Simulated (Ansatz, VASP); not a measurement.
## Sc in VASP and in Ansatz

```
Sc
1.0
     4.98232    0.00000    0.00000
    -2.49116    4.31482    0.00000
     0.00000    0.00000    3.14367
Sc
3
Direct
  0.00000 0.00000 0.00000
  0.33333 0.66667 0.50000
  0.66667 0.33333 0.50000
```

Change from the starting cell: volume scaled by 0.92, LAPW.

Alike in both runs: task single point; functional PBE; k mesh 8 × 8 × 11; occupations fermi-dirac, width 0.05 eV; no spin polarisation.

|  | VASP | Ansatz |
| --- | --- | --- |
| version | VASP 6.6.1 | Ansatz 0.2.0 |
| potentials or method | VASP PAW PBE potentials, release 64 (Sc_sv), cutoff 520 eV | all-electron LAPW, scalar-relativistic |

```tsv
	VASP	Ansatz	Ansatz less VASP
pressure (GPa)	5.1	5.1	-0.05
```

Ansatz ran all-electron here, and VASP with PAW potentials.
